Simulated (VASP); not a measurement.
# Mg3Se (P4/mmm) in VASP: notebook, part 2 of 2

VASP 6.6.1. The steps go on from the part before.

## Step 3: Relaxation of cell and atoms, PBE

This run uses another cell than the first one, of 25.68 Å³/atom, 1.016 times its volume.

Input file INCAR:

```
PREC = Accurate
ENCUT = 600
EDIFF = 1E-6
ISMEAR = 0
SIGMA = 0.1
LREAL = F
LASPH = T
NELM = 100
ALGO = Normal
ISIF = 3
LWAVE = F
LCHARG = F
GGA = PE
IBRION = 2
NSW = 100
EDIFFG = -0.01
```

Input file KPOINTS:

```
regular mesh
0
Gamma
  8 8 16
```

Input file POSCAR:

```
Mg3Se
1.0
    5.8164988178      0.0000000000      0.0000000000
    0.0000000000      5.8164988178      0.0000000000
    0.0000000000      0.0000000000      3.0358862423
Mg Se
3 1
Direct
    0.0000000000      0.5000000000      0.0000000000
    0.5000000000      0.0000000000      0.0000000000
    0.0000000000      0.0000000000      0.0000000000
    0.5000000000      0.5000000000      0.0000000000
```

Potentials or basis: VASP PAW PBE potentials, release 64 (Mg, Se).

The run is started by

```bash
> cat potpaw_PBE.64/Mg/POTCAR potpaw_PBE.64/Se/POTCAR > POTCAR
> mpirun -np 1 vasp_std > vasp.out
```

OUTCAR:

```text
PREC = Accurate
   ENCUT = 600
   EDIFF = 1E-6
   ISMEAR = 0
   LREAL = F
   LASPH = T
   NELM = 100
   ISIF = 3
   GGA = PE
   IBRION = 2
   NSW = 100
   EDIFFG = -0.01

 ion  position               nearest neighbor table
   1  0.000  0.500  0.000-   3 2.91   4 2.91   3 2.91   4 2.91
   2  0.500  0.000  0.000-   3 2.91   4 2.91   4 2.91   3 2.91
   3  0.000  0.000  0.000-   1 2.91   2 2.91   1 2.91   2 2.91
   4  0.500  0.500  0.000-   1 2.91   2 2.91   2 2.91   1 2.91

  LATTYP: Found a simple tetragonal cell.
 ALAT       =     5.8164988178
 C/A-ratio  =     0.5219439284

  Lattice vectors:

 A1 = (   5.8164988178,   0.0000000000,   0.0000000000)
 A2 = (   0.0000000000,   5.8164988178,   0.0000000000)
 A3 = (   0.0000000000,   0.0000000000,   3.0358862423)

Analysis of symmetry for initial positions (statically):
=====================================================================
 Subroutine PRICEL returns:
 Original cell was already a primitive cell.

 Routine SETGRP: Setting up the symmetry group for a
 simple tetragonal supercell.

 Subroutine GETGRP returns: Found 16 space group operations
 (whereof 16 operations were pure point group operations)
 out of a pool of 16 trial point group operations.

The static configuration has the point symmetry D_4h.

Analysis of symmetry for dynamics (positions and initial velocities):
=====================================================================
 Subroutine PRICEL returns:
 Original cell was already a primitive cell.

 Routine SETGRP: Setting up the symmetry group for a
 simple tetragonal supercell.

 Subroutine GETGRP returns: Found 16 space group operations
 (whereof 16 operations were pure point group operations)
 out of a pool of 16 trial point group operations.

The dynamic configuration has the point symmetry D_4h.

 Subroutine INISYM returns: Found 16 space group operations
 (whereof 16 operations are pure point group operations),
 and found     1 'primitive' translations

----------------------------------------------------------------------------------------

                                     Primitive cell

  volume of cell :     102.7091

  direct lattice vectors                    reciprocal lattice vectors
     5.816498818  0.000000000  0.000000000     0.171924732  0.000000000  0.000000000
     0.000000000  5.816498818  0.000000000     0.000000000  0.171924732  0.000000000
     0.000000000  0.000000000  3.035886242     0.000000000  0.000000000  0.329393106

  length of vectors
     5.816498818  5.816498818  3.035886242     0.171924732  0.171924732  0.329393106

  position of ions in fractional coordinates (direct lattice)
     0.000000000  0.500000000  0.000000000
     0.500000000  0.000000000  0.000000000
     0.000000000  0.000000000  0.000000000
     0.500000000  0.500000000  0.000000000

  ion indices of the primitive-cell ions
   primitive index   ion index
                 1           1
                 2           2
                 3           3
                 4           4

----------------------------------------------------------------------------------------

 KPOINTS: regular mesh
[... 51 lines left out ...]
   number of dos      NEDOS =    301   number of ions     NIONS =      4
   total plane-waves  NPLWV =  55296
   dimension x,y,z NGX =    48 NGY =   48 NGZ =   24
   dimension x,y,z NGXF=    96 NGYF=   96 NGZF=   48
   ions per type =               3   1
   NGX,Y,Z   is equivalent  to a cutoff of  13.72, 13.72, 13.14 a.u.
   NGXF,Y,Z  is equivalent  to a cutoff of  27.44, 27.44, 26.28 a.u.
 SYSTEM =  unknown system
   PREC   = accura    normal or accurate (medium, high low for compatibility)
   ISTART =      0    job   : 0-new  1-cont  2-samecut
   ICHARG =      2    charge: 1-file 2-atom 10-const
   ISPIN  =      1    spin polarized calculation?
   LNONCOLLINEAR =      F non collinear calculations
   LSORBIT =      F    spin-orbit coupling
   LASPH  =      T    aspherical Exc in radial PAW
   ENCUT  =  600.0 eV  44.10 Ry    6.64 a.u.  11.62 11.62  6.06*2*pi/ulx,y,z
   NELM   =    100;   NELMIN=  2; NELMDL= -5     # of ELM steps
   EDIFF  = 0.1E-05   stopping-criterion for ELM
   LREAL  =      F    real-space projection
   EDIFFG = -.1E-01   stopping-criterion for IOM
   NSW    =    100    number of steps for IOM
   IBRION =      2    ionic relax: 0-MD 1-quasi-New 2-CG
   NFREE  =      1    steps in history (QN), initial steepest desc. (CG)
   ISIF   =      3    stress and relaxation
   ISYM   =      2    0-nonsym 1-usesym 2-fastsym
   POTIM  = 0.5000    time-step for ionic-motion
   TEBEG  =    0.0;   TEEND  =   0.0 temperature during run
   PSTRESS=    0.0 pullay stress
   NELECT =      12.0000    total number of electrons
   NUPDOWN=      -1.0000    fix difference up-down
   EMIN   =  10.00;   EMAX   =-10.00  energy-range for DOS
   EFERMI =   0.00;   METHOD = LEGACY
   ISMEAR =     0;   SIGMA  =   0.10  broadening in eV -4-tet -1-fermi 0-gaus
   EFERMI_NEDOS =   21; number of points for ismear=-14 and -15
   IALGO  =     38    algorithm
   IMIX   =      4    mixing-type and parameters
     AMIX     =   0.40;   BMIX     =  1.00
     AMIX_MAG =   1.60;   BMIX_MAG =  1.00
  volume/ion in A,a.u.               =      25.68       173.28
  Fermi-wavevector in a.u.,A,eV,Ry     =   0.800324  1.512392  8.714776  0.640518
  Thomas-Fermi vector in A             =   1.907597
   LORBIT       =      0    0 simple, 1 ext, 2 COOP (PROOUT), +10 PAW based schemes
   GGA     = PE    functional components
   LHFCALC =     F    Hartree Fock is set to
   AEXX    =    0.0000 exact exchange contribution
   IVDW    =     0    specifies the selected vdW correction
   LEPSILON=     F    determine dielectric tensor
   LRPA    =     F    only Hartree local field effects (RPA)
 conjugate gradient relaxation of ions
 non-spin polarized calculation
 Gauss-broadening in eV      SIGMA  =   0.10
  energy-cutoff  :      600.00
  volume of cell :      102.71
 maximum number of plane-waves:      3456
 NGX is ok and might be reduce to    48
   NGX = 23   NGY = 23   NGZ = 13

--------------------------------------- Ionic step        1  -------------------------------------------

 number of electron      12.0000001 magnetization

 Free energy of the ion-electron system (eV)
  ---------------------------------------------------
  ext. energy  EPLUGINS =         0.00000000
  ---------------------------------------------------
  free energy    TOTEN  =        -7.69039495 eV

  energy without entropy =       -7.67731255  energy(sigma->0) =       -7.68385375

------------------------ aborting loop because EDIFF is reached ----------------------------------------

  FORCE on cell =-STRESS in cart. coord.  units (eV):
  Direction    XX          YY          ZZ          XY          YZ          ZX
  --------------------------------------------------------------------------------------
  -------------------------------------------------------------------------------------
  Total        0.4542793      0.4542793     -1.6248007      0.0000000      0.0000000      0.0000000
  in kB        7.0863856      7.0863856    -25.3455609      0.0000000      0.0000000      0.0000000
  external PRESSURE =      -3.7242632 kB  Pullay stress =       0.0000000 kB
[... 139 lines left out ...]
--------------------------------------- Ionic step        5  -------------------------------------------

 number of electron      12.0000001 magnetization

 Free energy of the ion-electron system (eV)
  ---------------------------------------------------
  ext. energy  EPLUGINS =         0.00000000
  ---------------------------------------------------
  free energy    TOTEN  =        -7.72137874 eV

  energy without entropy =       -7.71087930  energy(sigma->0) =       -7.71612902

 E-fermi :   2.4340     XC(G=0):  -8.4453

 val. band max:        2.4217156917   @ k =   0.2500   0.2500   0.3125
 cond. band min:       2.4345235130   @ k =   0.3750   0.3750   0.2500
 fundamental gap:      0.0128078214
 Fermi energy:         2.4339716086

 k-point     1 :       0.0000    0.0000    0.0000
  band No.  band energies     occupation
      1     -10.9942      2.00000
      2      -2.7749      2.00000
      3      -1.5778      2.00000
      4      -1.5778      2.00000
      5       0.1881      2.00000
      6       2.4176      1.18294
      7       2.4176      1.18294
      8       3.3760      0.00000
      9       4.8513      0.00000
     10       5.3781      0.00000
[... 287 lines left out ...]
 k-point    24 :       0.5000    0.1250    0.0625
  band No.  band energies     occupation
      1     -10.9162      2.00000
      2      -3.2838      2.00000
      3      -1.8119      2.00000
      4      -0.3666      2.00000
      5      -0.2494      2.00000
      6       1.6861      2.00000
      7       3.2631      0.00000
      8       4.3870      0.00000
      9       4.9650      0.00000
     10       6.9338      0.00000

 [... further k-points ...]
[... 5 lines left out ...]
  --------------------------------------------------------------------------------------
  -------------------------------------------------------------------------------------
  Total       -0.0203413     -0.0203413     -0.0013982      0.0000000      0.0000000      0.0000000
  in kB       -0.3226933     -0.3226933     -0.0221803      0.0000000      0.0000000      0.0000000
  external PRESSURE =      -0.2225223 kB  Pullay stress =       0.0000000 kB
[... 19 lines left out ...]
  FREE ENERGIE OF THE ION-ELECTRON SYSTEM (eV)
  ---------------------------------------------------
  free  energy   TOTEN  =        -7.7213787415 eV

  energy  without entropy=       -7.7108793040  energy(sigma->0) =       -7.71612902

 reached required accuracy - stopping structural energy minimisation
```

OSZICAR:

```text
N       E                     dE             d eps       ncg     rms          rms(c)
DAV:   1     0.362711970849E+02    0.36271E+02   -0.45640E+03  2700   0.101E+03
DAV:   2    -0.403484494480E+01   -0.40306E+02   -0.38676E+02  3480   0.114E+02
DAV:   3    -0.795150332816E+01   -0.39167E+01   -0.38345E+01  3294   0.395E+01
DAV:   4    -0.801326373273E+01   -0.61760E-01   -0.61663E-01  3252   0.564E+00
[... 32 lines left out ...]
DAV:   1    -0.772172806832E+01   -0.50233E-03   -0.62799E-03  2874   0.453E-01    0.829E-02
DAV:   2    -0.772139091253E+01    0.33716E-03   -0.11806E-03  2872   0.177E-01    0.258E-02
DAV:   3    -0.772138174132E+01    0.91712E-05   -0.17981E-04  2796   0.820E-02    0.104E-02
DAV:   4    -0.772137895828E+01    0.27830E-05   -0.11030E-05  2846   0.202E-02    0.517E-03
DAV:   5    -0.772137874153E+01    0.21675E-06   -0.18901E-06  2462   0.975E-03
   5 F= -.77213787E+01 E0= -.77161290E+01  d E =-.152968E-03
```

CONTCAR:

```text
Mg3Se
   1.00000000000000
     5.8581886650056685    0.0000000000000000    0.0000000000000000
     0.0000000000000000    5.8581886650056685    0.0000000000000000
     0.0000000000000000    0.0000000000000000    2.9428814339464582
  Mg              Se
     3     1
Direct
     0.0000000000000000    0.5000000000000000    1.0000000000000000
     0.5000000000000000    0.0000000000000000    1.0000000000000000
     0.0000000000000000    0.0000000000000000    1.0000000000000000
     0.5000000000000000    0.5000000000000000    0.0000000000000000

  0.00000000E+00  0.00000000E+00  0.00000000E+00
  0.00000000E+00  0.00000000E+00  0.00000000E+00
  0.00000000E+00  0.00000000E+00  0.00000000E+00
  0.00000000E+00  0.00000000E+00  0.00000000E+00
```

Wall time 2.9 min (1 thread of Intel Xeon 6975P-C (Granite Rapids), shared host); peak memory 0.39 GiB.

Results:

```yaml
Free_energy: -7.7214 eV
Relaxed_volume: 25.25 Å³/atom
Relaxed_cell: a = 5.858 Å, b = 5.858 Å, c = 2.943 Å, α = 90.00°, β = 90.00°, γ = 90.00°
Space_group_after_relaxing_to_0.05_Å: P4/mmm (No. 123)
Energy_gained_by_relaxing: 7.7 meV/atom
Ionic_steps: 5
Pressure_after_relaxing: 0.0 GPa
Band_gap_on_the_k_mesh: zero (band 6 reaches 3.14 eV, above the bottom of band 7 at 1.87 eV)
```

Step by step:
| step | energy change (eV) | largest force (eV/Å) | pressure (GPa) | volume (Å³) |
| --- | --- | --- | --- | --- |
| 1 | 0.0000 | 0.0000 | -0.37 | 102.71 |
| 2 | -0.0268 | 0.0000 | -0.25 | 101.80 |
| 3 | -0.0308 | 0.0000 | -0.14 | 101.34 |
| 4 | -0.0308 | 0.0000 | -0.12 | 101.31 |
| 5 | -0.0310 | 0.0000 | -0.02 | 100.99 |

Final structure:
```
Mg Se
1.0
     5.85819    0.00000    0.00000
     0.00000    5.85819    0.00000
     0.00000    0.00000    2.94288
Mg Se
3 1
Direct
  0.00000 0.50000 0.00000
  0.50000 0.00000 0.00000
  0.00000 0.00000 0.00000
  0.50000 0.50000 0.00000
```

Levels at points of the mesh, in eV from the Fermi level:
| k point | band 4 | band 5 | band 6 | band 7 | band 8 | band 9 |
| --- | --- | --- | --- | --- | --- | --- |
| (0.00, 0.00, 0.00) | -4.01 | -2.25 | -0.02 | -0.02 | 0.94 | 2.42 |
| (0.50, 0.00, 0.00) | -3.36 | -2.53 | -0.99 | 0.50 | 2.42 | 2.42 |
| (0.50, 0.50, 0.00) | -4.29 | -0.46 | -0.46 | 1.64 | 2.43 | 3.35 |
| (0.00, 0.00, 0.50) | -2.01 | -1.00 | -0.79 | 1.48 | 2.46 | 2.89 |
| (0.50, 0.00, 0.50) | -1.94 | -1.01 | 0.71 | 0.80 | 0.88 | 2.43 |
| (0.50, 0.50, 0.50) | -2.51 | -0.21 | -0.06 | 0.05 | 0.05 | 2.70 |

## Step 4: Single point, PBE

This run uses another cell than the first one, of 25.68 Å³/atom, 1.016 times its volume.

Input file INCAR:

```
SYSTEM = Mg3Se
PREC     = Accurate       ! precision mode
ENCUT    = 520            ! plane-wave cutoff, eV
EDIFF    = 1E-6           ! SCF threshold, eV
ISMEAR   = 0              ! smearing method
SIGMA    = 0.1            ! smearing width, eV
LREAL    = .FALSE.        ! projectors in reciprocal space
LASPH    = .TRUE.         ! aspherical terms in the spheres
NELM     = 100            ! most SCF steps
ALGO     = Normal         ! electronic algorithm
ISIF     = 2              ! what is computed and relaxed
LWAVE    = .FALSE.        ! write WAVECAR
LCHARG   = .FALSE.        ! write CHGCAR
GGA      = PE             ! functional
NBANDS   = 14             ! bands
```

Input file KPOINTS:

```
Automatic mesh
0
G
  4 4 6
  0 0 0
```

POSCAR is that of step 3.

Potentials or basis: VASP PAW PBE potentials, release 64 (Mg, Se).

The run is started by

```bash
> cat potpaw_PBE.64/Mg/POTCAR potpaw_PBE.64/Se/POTCAR > POTCAR
> mpirun -np 1 vasp_std > vasp.out
```

OUTCAR:

```text
SYSTEM = Mg3Se
   PREC = Accurate
   ENCUT = 520
   EDIFF = 1E-6
   ISMEAR = 0
   LREAL = .FALSE.
   LASPH = .TRUE.
   NELM = 100
   ISIF = 2
   GGA = PE

 ion  position               nearest neighbor table
   1  0.000  0.500  0.000-   3 2.91   4 2.91   3 2.91   4 2.91
   2  0.500  0.000  0.000-   3 2.91   4 2.91   4 2.91   3 2.91
   3  0.000  0.000  0.000-   1 2.91   2 2.91   1 2.91   2 2.91
   4  0.500  0.500  0.000-   1 2.91   2 2.91   2 2.91   1 2.91

  LATTYP: Found a simple tetragonal cell.
 ALAT       =     5.8164988178
[... 605 lines left out ...]
  --------------------------------------------------------------------------------------
  -------------------------------------------------------------------------------------
  Total       -0.1043592     -0.1043592      0.1922677      0.0000000      0.0000000      0.0000000
  in kB       -1.6279184     -1.6279184      2.9992191      0.0000000      0.0000000      0.0000000
  external PRESSURE =      -0.0855392 kB  Pullay stress =       0.0000000 kB

 VOLUME and BASIS-vectors are now :
 -----------------------------------------------------------------------------
  energy-cutoff  :      520.00
  volume of cell :      102.71
      direct lattice vectors                 reciprocal lattice vectors
     5.816498818  0.000000000  0.000000000     0.171924732  0.000000000  0.000000000
     0.000000000  5.816498818  0.000000000     0.000000000  0.171924732  0.000000000
     0.000000000  0.000000000  3.035886242     0.000000000  0.000000000  0.329393106

 POSITION                                       TOTAL-FORCE (eV/Angst)
 -----------------------------------------------------------------------------------
      0.00000      2.90825      0.00000         0.000000      0.000000      0.000000
      2.90825      0.00000      0.00000         0.000000      0.000000      0.000000
      0.00000      0.00000      0.00000         0.000000      0.000000      0.000000
      2.90825      2.90825      0.00000         0.000000      0.000000      0.000000
 -----------------------------------------------------------------------------------
    total drift:                                0.000000     -0.000000      0.000000

  FREE ENERGIE OF THE ION-ELECTRON SYSTEM (eV)
  ---------------------------------------------------
  free  energy   TOTEN  =        -7.5486744499 eV

  energy  without entropy=       -7.5228337522  energy(sigma->0) =       -7.53575410
```

It took 17 s on 1 thread of Intel Xeon 6975P-C (Granite Rapids), shared host; peak memory 0.22 GiB.

Results:

```
Free energy            : -7.5487 eV
Pressure               : 0.0 GPa
Band gap on the k mesh : zero (band 6 reaches 2.84 eV, above the bottom of band 7 at 1.89 eV)
```

## Step 5: Relaxation of cell and atoms, PBE

This run uses another cell than the first one, of 25.23 Å³/atom, 0.998 times its volume.

Input file INCAR:

```
PREC = Accurate
ENCUT = 600
EDIFF = 1E-7
ISMEAR = 0
SIGMA = 0.1
LREAL = False
LASPH = True
NELM = 100
ALGO = Normal
ISIF = 3
LWAVE = False
LCHARG = False
GGA = PE
IBRION = 2
NSW = 90
EDIFFG = -0.04
```

Input file KPOINTS:

```
regular mesh
0
Gamma
  4 4 6
```

Input file POSCAR:

```
Mg3Se
1.0
    5.7896460056      0.0000000000      0.0000000000
    0.0000000000      5.7896460056      0.0000000000
    0.0000000000      0.0000000000      3.0107643409
Mg Se
3 1
Direct
    0.0000000000      0.5000000000      0.0000000000
    0.5000000000      0.0000000000      0.0000000000
    0.0000000000      0.0000000000      0.0000000000
    0.5000000000      0.5000000000      0.0000000000
```

The run is started by

```bash
> cat potpaw_PBE.64/Mg/POTCAR potpaw_PBE.64/Se/POTCAR > POTCAR
> mpirun -np 1 vasp_std > vasp.out
```

Wall time 39 s (1 thread of Intel Xeon 6975P-C (Granite Rapids), shared host); peak memory 0.24 GiB.

Results (log left out):

```yaml
Free_energy: -7.5485 eV
Relaxed_volume: 25.73 Å³/atom
Relaxed_cell: a = 5.823 Å, b = 5.823 Å, c = 3.036 Å, α = 90.00°, β = 90.00°, γ = 90.00°
Space_group_after_relaxing_to_0.05_Å: P4/mmm (No. 123)
Energy_gained_by_relaxing: 0.8 meV/atom
Ionic_steps: 3
Pressure_after_relaxing: -0.1 GPa
Band_gap_on_the_k_mesh: zero (band 6 reaches 2.83 eV, above the bottom of band 7 at 1.87 eV)
```

Stress tensor (GPa, compression positive):
```
-0.23  0.00  0.00
 0.00 -0.23  0.00
 0.00  0.00  0.24
```

The path:
```
step  energy change (eV)  largest force (eV/Å)  pressure (GPa)  volume (Å³)
   1              0.0000                0.0000            0.52       100.92
   2             -0.0027                0.0000            0.15       102.13
   3             -0.0030                0.0000           -0.07       102.91
```

Final structure:
```yaml
crystal:
  lattice:
    - [5.82250, 0.00000, 0.00000]
    - [0.00000, 5.82250, 0.00000]
    - [0.00000, 0.00000, 3.03554]
  atoms:
    - { symbol: Mg, position: [0.00000, 0.50000, 0.00000] }
    - { symbol: Mg, position: [0.50000, 0.00000, 0.00000] }
    - { symbol: Mg, position: [0.00000, 0.00000, 0.00000] }
    - { symbol: Se, position: [0.50000, 0.50000, 0.00000] }
```

Levels at points of the mesh, in eV from the Fermi level:
| k point | band 4 | band 5 | band 6 | band 7 | band 8 | band 9 |
| --- | --- | --- | --- | --- | --- | --- |
| (0.00, 0.00, 0.00) | -3.79 | -1.93 | 0.26 | 0.26 | 1.32 | 2.03 |
| (0.50, 0.00, 0.00) | -3.08 | -2.25 | -0.74 | 0.83 | 2.04 | 2.74 |
| (0.50, 0.50, 0.00) | -4.05 | -0.17 | -0.17 | 1.93 | 2.05 | 3.68 |
| (0.00, 0.00, 0.50) | -2.05 | -1.13 | -0.60 | 1.69 | 2.36 | 3.03 |
| (0.50, 0.00, 0.50) | -1.96 | -0.89 | 0.65 | 0.78 | 1.01 | 2.34 |
| (0.50, 0.50, 0.50) | -2.58 | -0.34 | 0.07 | 0.20 | 0.20 | 2.67 |

## Step 6: The runs side by side

| task | cell | k mesh | cutoff (eV) | gap on the mesh (eV) | pressure (GPa) | relaxed volume (Å³/atom) |
| --- | --- | --- | --- | --- | --- | --- |
| single point | a = 5.861, b = 5.861, c = 2.944 Å, 4 atoms | 8 × 8 × 16 | 520 | none | -0.1 | - |
| relaxation of cell and atoms | relaxed from a = 5.816, b = 5.816, c = 3.036 Å, 4 atoms | 8 × 8 × 16 | 600 | none | 0.0 | 25.25 |
| single point | a = 5.816, b = 5.816, c = 3.036 Å, 4 atoms | 4 × 4 × 6 | 520 | none | 0.0 | - |
| relaxation of cell and atoms | relaxed from a = 5.790, b = 5.790, c = 3.011 Å, 4 atoms | 4 × 4 × 6 | 600 | none | -0.1 | 25.73 |

Alike in all rows: level PBE; potentials or basis VASP PAW PBE potentials, release 64 (Mg, Se); no spin polarisation; smearing gaussian 0.1 eV.

Total energies depend on the potentials used, so only differences within one code and one set of settings carry meaning.
